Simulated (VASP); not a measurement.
# CuO: single point with PBE

Crystal: CuO.

```
CELL_PARAMETERS angstrom
2.08130 -2.08217 0.16236
2.08130 2.08217 0.16236
-0.40479 0.00000 5.13591
ATOMIC_POSITIONS crystal
Cu 0.00000 0.50000 0.00000
Cu 0.50000 0.00000 0.50000
O 0.50017 0.49983 0.25000
O 0.49983 0.50017 0.75000
```

```
Program             : VASP 6.6.1
Task                : single point
Functional          : PBE
Potentials or basis : VASP PAW PBE potentials, release 64 (Cu, O)
Cutoff              : 520 eV
k mesh              : 12 × 12 × 8, shifted
Occupations         : gaussian, width 0.05 eV
Spin                : collinear spin
Starting moments    : [1.0, 1.0, 0.0, 0.0] μB
```

```yaml
Pressure: 0.7 GPa
Band_gap_on_the_k_mesh: zero (filled and empty bands overlap)
Net_moment: 0.00 μB per cell
Valence_electrons_inside_the_program's_atomic_spheres: Cu 9.89; O 4.95
```

Stress tensor (GPa, compression positive):
```
 0.53  0.00 -0.02
 0.00  0.57  0.00
-0.02  0.00  0.96
```

Levels at points of the mesh, in eV from the Fermi level:
Spin up:
```tsv
k point	band 15	band 16	band 17	band 18	band 19	band 20
(0.04, 0.04, 0.06)	-2.26	-1.90	0.59	0.61	1.55	6.01
```
Spin down:
| k point | band 13 | band 14 | band 15 | band 16 | band 17 | band 18 | band 19 | band 20 | band 21 | band 22 |
| --- | --- | --- | --- | --- | --- | --- | --- | --- | --- | --- |
| (0.04, 0.04, 0.06) | -2.36 | -2.27 | -2.26 | -1.90 | 0.58 | 0.61 | 1.55 | 6.01 | 7.38 | 12.94 |

Run time: 9.9 min on 1 thread of Oxide Virtual Turin-like Processor, with other jobs on the host, peak memory 0.56 GiB.

Caveat: semilocal functionals often make such compounds metallic where correlation or magnetic order opens a gap, which also shifts bond lengths. With open d or f shells a metallic result of PBE can be an artefact of self-interaction; +U or a hybrid may open a gap.
